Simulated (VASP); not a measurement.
# Hf (Fd-3m) in VASP: electric field gradients with PBEsol

Aim: the electric field gradients of Hf with PBEsol.

Everything below comes from runs of VASP 6.6.1. Logs are shortened: lines on timing, memory, paths and dates and some standing lists are left out, and cuts for length are marked.

**1. The cell of the first run**

It takes space group Fd-3m (No. 227, cubic). Conventional cell: a = 6.088 Å, b = 6.088 Å, c = 6.088 Å, α = 90.00°, β = 90.00°, γ = 90.00°. Hf (site symmetry -43m) has 4 Hf at 2.64 Å within 3.5 Å.

**2. Electric field gradients, PBEsol**

Contents of INCAR:

```
SYSTEM = Hf
PREC = Accurate ; ENCUT = 520
EDIFF = 1E-8 ; ISMEAR = -1
SIGMA = 0.05 ; LREAL = .False.
LASPH = .True. ; NELM = 80
ALGO = Normal ; ISIF = 2
LWAVE = .False. ; LCHARG = .False.
GGA = PS ; LEFG = .True.
NBANDS = 17
```

Contents of KPOINTS:

```
Automatic mesh
0
Gamma
  9 9 9
  0 0 0
```

Contents of POSCAR:

```
Hf
1.0
    0.0000000000      3.0438467722      3.0438467722
    3.0438467722      0.0000000000      3.0438467722
    3.0438467722      3.0438467722      0.0000000000
Hf
2
Direct
   -0.1250000000     -0.1250000000     -0.1250000000
    0.1250000000      0.1250000000      0.1250000000
```

Potentials or basis: VASP PAW PBE potentials, release 64 (Hf_pv).

Launch:

```
cat potpaw_PBE.64/Hf_pv/POTCAR > POTCAR
mpirun -np 1 vasp_std > vasp.out
```

OUTCAR:

```text
SYSTEM = Hf
   PREC = Accurate
   ENCUT = 520
   EDIFF = 1E-8
   ISMEAR = -1
   LREAL = .False.
   LASPH = .True.
   NELM = 80
   ISIF = 2
   GGA = PS

 ion  position               nearest neighbor table
   1  0.875  0.875  0.875-   2 2.64   2 2.64   2 2.64   2 2.64
   2  0.125  0.125  0.125-   1 2.64   1 2.64   1 2.64   1 2.64

  LATTYP: Found a face centered cubic cell.
 ALAT       =     6.0876935444

  Lattice vectors:

 A1 = (   0.0000000000,   3.0438467722,   3.0438467722)
 A2 = (   3.0438467722,   0.0000000000,   3.0438467722)
 A3 = (   3.0438467722,   3.0438467722,   0.0000000000)

Analysis of symmetry for initial positions (statically):
=====================================================================
 Subroutine PRICEL returns:
 Original cell was already a primitive cell.

 Routine SETGRP: Setting up the symmetry group for a
 face centered cubic supercell.

 Subroutine GETGRP returns: Found 48 space group operations
 (whereof 12 operations were pure point group operations)
 out of a pool of 48 trial point group operations.

The static configuration has the point symmetry D_3d.
 The point group associated with its full space group is O_h .

Analysis of symmetry for dynamics (positions and initial velocities):
=====================================================================
 Subroutine PRICEL returns:
 Original cell was already a primitive cell.

 Routine SETGRP: Setting up the symmetry group for a
 face centered cubic supercell.

 Subroutine GETGRP returns: Found 48 space group operations
 (whereof 12 operations were pure point group operations)
 out of a pool of 48 trial point group operations.

The dynamic configuration has the point symmetry D_3d.
 The point group associated with its full space group is O_h .

 Subroutine INISYM returns: Found 48 space group operations
 (whereof 12 operations are pure point group operations),
 and found     1 'primitive' translations

----------------------------------------------------------------------------------------

                                     Primitive cell

  volume of cell :      56.4025

[... 123 lines left out ...]
   NGX = 17   NGY = 17   NGZ = 17

 number of electron      20.0000002 magnetization

 Free energy of the ion-electron system (eV)
  ---------------------------------------------------
  ext. energy  EPLUGINS =         0.00000000
  ---------------------------------------------------
  free energy    TOTEN  =       -15.35298015 eV

  energy without entropy =      -15.31897575  energy(sigma->0) =      -15.33597795

 E-fermi :   2.5932     XC(G=0): -10.0687

 val. band max:        2.5837956425   @ k =   0.4444   0.4444   0.0000
 cond. band min:       2.5932958387   @ k =   0.2222   0.0000   0.0000
 fundamental gap:      0.0095001962
 Fermi energy:         2.5932440818

 k-point     1 :       0.0000    0.0000    0.0000
  band No.  band energies     occupation
      1     -28.4182      2.00000
      2     -28.4182      2.00000
      3     -28.4182      2.00000
      4     -27.3833      2.00000
      5     -27.3833      2.00000
      6     -27.3833      2.00000
[... 457 lines left out ...]
      4     -27.8331      2.00000
      5     -27.1278      2.00000
      6     -27.1278      2.00000
[... 9 lines left out ...]
     16       6.6890      0.00000
     17       8.8808      0.00000

 [... further k-points ...]

------------------------ aborting loop because EDIFF is reached ----------------------------------------

  FORCE on cell =-STRESS in cart. coord.  units (eV):
  Direction    XX          YY          ZZ          XY          YZ          ZX
  --------------------------------------------------------------------------------------
  -------------------------------------------------------------------------------------
  Total        1.5805544      1.5805544      1.5805544     -0.0000000      0.0000000      0.0000000
  in kB       44.8974488     44.8974488     44.8974488     -0.0000000      0.0000000      0.0000000
  external PRESSURE =      44.8974488 kB  Pullay stress =       0.0000000 kB

 VOLUME and BASIS-vectors are now :
 -----------------------------------------------------------------------------
  energy-cutoff  :      520.00
  volume of cell :       56.40
      direct lattice vectors                 reciprocal lattice vectors
     0.000000000  3.043846772  3.043846772    -0.164265825  0.164265825  0.164265825
     3.043846772  0.000000000  3.043846772     0.164265825 -0.164265825  0.164265825
     3.043846772  3.043846772  0.000000000     0.164265825  0.164265825 -0.164265825

 POSITION                                       TOTAL-FORCE (eV/Angst)
 -----------------------------------------------------------------------------------
      5.32673      5.32673      5.32673        -0.000000      0.000000      0.000000
      0.76096      0.76096      0.76096         0.000000     -0.000000     -0.000000
 -----------------------------------------------------------------------------------
    total drift:                                0.000000      0.000000     -0.000000

  FREE ENERGIE OF THE ION-ELECTRON SYSTEM (eV)
  ---------------------------------------------------
  free  energy   TOTEN  =       -15.3529801533 eV

  energy  without entropy=      -15.3189757488  energy(sigma->0) =      -15.33597795

 Electric field gradients (V/A^2)
---------------------------------------------------------------------
 ion       V_xx      V_yy      V_zz      V_xy      V_xz      V_yz
---------------------------------------------------------------------
   1       0.000     0.000    -0.000    -0.000    -0.000    -0.000
   2       0.000    -0.000    -0.000    -0.000    -0.000    -0.000
---------------------------------------------------------------------

 Electric field gradients after diagonalization (V/A^2)
 (convention: |V_zz| > |V_xx| > |V_yy|)
----------------------------------------------------------------------
 ion       V_xx      V_yy      V_zz     asymmetry (V_yy - V_xx)/ V_zz
----------------------------------------------------------------------
   1       0.000     0.000    -0.001       0.000
   2       0.000     0.000    -0.001       0.000
----------------------------------------------------------------------

           NMR quadrupolar parameters

 Cq : quadrupolar parameter    Cq=e*Q*V_zz/h
 eta: asymmetry parameters     (V_yy - V_xx)/ V_zz
 Q  : nuclear electric quadrupole moment in mb (millibarn)
----------------------------------------------------------------------
 ion       Cq(MHz)       eta       Q (mb)
----------------------------------------------------------------------
   1      -0.000       0.000       1.000
   2      -0.000       0.000       1.000
----------------------------------------------------------------------
```

OSZICAR:

```text
N       E                     dE             d eps       ncg     rms          rms(c)
DAV:   1     0.551261399987E+02    0.55126E+02   -0.10938E+04  1190   0.108E+03
DAV:   2    -0.136985080354E+02   -0.68825E+02   -0.67280E+02  1572   0.247E+02
DAV:   3    -0.156696688213E+02   -0.19712E+01   -0.19243E+01  1585   0.275E+01
DAV:   4    -0.156927112378E+02   -0.23042E-01   -0.23021E-01  1481   0.366E+00
DAV:   5    -0.156931547999E+02   -0.44356E-03   -0.44344E-03  1636   0.424E-01    0.318E+01
DAV:   6    -0.154142984709E+02    0.27886E+00   -0.43810E-01  1315   0.317E+00    0.181E+01
DAV:   7    -0.153610702592E+02    0.53228E-01   -0.30963E-01  1428   0.281E+00    0.125E+00
DAV:   8    -0.153529965936E+02    0.80737E-02   -0.47237E-02  1303   0.102E+00    0.188E-01
DAV:   9    -0.153529662844E+02    0.30309E-04   -0.10250E-03  1608   0.195E-01    0.922E-02
DAV:  10    -0.153529809736E+02   -0.14689E-04   -0.39381E-05  1517   0.336E-02    0.293E-02
DAV:  11    -0.153529803991E+02    0.57452E-06   -0.16662E-05  1375   0.174E-02    0.565E-03
DAV:  12    -0.153529800921E+02    0.30699E-06   -0.39863E-07  1542   0.382E-03    0.233E-03
DAV:  13    -0.153529801500E+02   -0.57865E-07   -0.21042E-08  1332   0.100E-03    0.386E-04
DAV:  14    -0.153529801533E+02   -0.33583E-08   -0.13007E-09   800   0.256E-04
   1 F= -.15352980E+02 E0= -.15335978E+02  d E =-.340044E-01
```

It took 11 s on 1 thread of Intel Xeon 6975P-C (Granite Rapids), shared host; peak memory 0.18 GiB.

What came out:

```yaml
Free_energy: -15.3530 eV
Pressure: 4.5 GPa
Band_gap_on_the_k_mesh: zero (band 10 reaches 2.88 eV, above the bottom of band 11 at 2.35 eV)
```

Caveat: without QUAD_EFG the Cq values of the log hold for a quadrupole moment of 1 mb, not for the nuclei; the PAW data sets were made with another functional, which shifts forces and pressure a little; spin-orbit coupling is left out, which moves the levels of the heavy elements.
